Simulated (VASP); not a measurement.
A run of VASP 6.6.1 is set up as follows.

Contents of INCAR:

```
PREC = Accurate
ENCUT = 520
EDIFF = 1E-6
ISMEAR = 0
SIGMA = 0.05
LREAL = F
LASPH = T
NELM = 100
ALGO = Normal
ISIF = 2
LWAVE = F
LCHARG = F
GGA = PE
NBANDS = 45
```

Contents of KPOINTS:

```
Automatic mesh
0
Gamma
  6 6 6
```

POSCAR

```
LiNbO3
1.0
    2.6115578418      1.5077836230      4.5982666595
   -2.6115578418      1.5077836230      4.5982666595
    0.0000000000     -3.0155672459      4.5982666595
Li Nb O
2 2 6
Direct
    0.2715776239      0.2715776239      0.2715776239
    0.7715777696      0.7715777696      0.7715777697
    0.0060836348      0.0060836348      0.0060833032
    0.5060831505      0.5060835334      0.5060836736
    0.1189290013      0.3640459157      0.7334973787
    0.7334977131      0.1189289012      0.3640458990
    0.3640459558      0.7334974704      0.1189288696
    0.8640453965      0.6189280992      0.2334980760
    0.2334980250      0.8640454223      0.6189283419
    0.6189282952      0.2334981952      0.8640452988
```

Potentials or basis: VASP PAW PBE potentials, release 64 (Li_sv, Nb_sv, O).

The run is started by

```console
$ cat potpaw_PBE.64/Li_sv/POTCAR potpaw_PBE.64/Nb_sv/POTCAR potpaw_PBE.64/O/POTCAR > POTCAR
$ mpirun -np 1 vasp_std > vasp.out
```

Question: Estimate the band gap on the k mesh.

Answer: 3.37 eV (least direct gap 3.39 eV).

Question: What does it give for the largest force?

Answer: 0.206 eV/Å.

Forces on the atoms (eV/Å):
```
Li   0.000  0.000  0.206
Li   0.000  0.000  0.206
Nb   0.000  0.000 -0.003
Nb   0.000  0.000 -0.003
O   -0.002  0.013 -0.067
O   -0.010 -0.008 -0.067
O    0.012 -0.005 -0.067
O    0.002  0.013 -0.067
O   -0.012 -0.005 -0.067
O    0.010 -0.008 -0.067
```

 A k mesh can miss the band edges.
